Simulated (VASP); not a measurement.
KLiF2:

```
Li K F
1.0
     1.62230    0.93664    5.64890
    -1.62230    0.93664    5.64890
     0.00000   -1.87328    5.64890
Li K F
1 1 2
Cartesian
  1.6223 0.9366 5.6489
  0.0000 0.0000 8.4733
  0.0000 0.0000 4.5578
  0.0000 0.0000 12.3889
```

Base run:

| Quantity | Value |
| --- | --- |
| Program | VASP 6.6.1 |
| Functional | PBE |
| Potentials or basis | VASP PAW PBE potentials, release 64 (Li_sv, K_sv, F) |
| Cutoff | 520 eV |
| k mesh | 8 × 8 × 8 |
| Occupations | gaussian, width 0.01 eV |
| Spin | no spin polarisation |

Its results: band gap on the k mesh 6.68 eV; largest force 0.031 eV/Å.

**Question.** The run is repeated on the same cell with these changes: functional from PBE to r2SCAN. What comes out?

**Answer.** Band gap on the k mesh 7.47 eV; largest force 0.052 eV/Å.

Caveats: the PAW data sets were made with another functional, which shifts forces and pressure a little (at least some runs).

A k mesh can miss the band edges.
